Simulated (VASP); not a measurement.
C: single point with PBE+D3(BJ)

C, a slab with vacuum:

```
C
1.0
     2.46565    0.00000    0.00000
    -1.23283    2.13532    0.00000
     0.00000    0.00000   17.50007
C
4
Direct
  0.66667 0.33333 0.25714
  0.33333 0.66667 0.25714
  0.66667 0.33333 0.46114
  0.33333 0.66667 0.46114
```

```json
{
 "Program": "VASP 6.6.1",
 "Task": "single point",
 "Functional": "PBE",
 "Dispersion": "D3(BJ)",
 "Potentials or basis": "VASP PAW PBE potentials, release 64 (C)",
 "Cutoff": "520 eV",
 "k mesh": "15 × 15 × 1",
 "Occupations": "gaussian, width 0.1 eV",
 "Spin": "no spin polarisation",
 "Dipole correction": "yes",
 "Further INCAR settings": "ALGO = Normal; EDIFF = 1e-07; NBANDS = 16"
}
```

| Item | Value |
| --- | --- |
| Dispersion energy per atom | -0.115 eV |

It took 32 s on 1 thread of Intel(R) Xeon(R) Platinum 8488C (Sapphire Rapids) (shared host), peak memory 0.2 GiB.
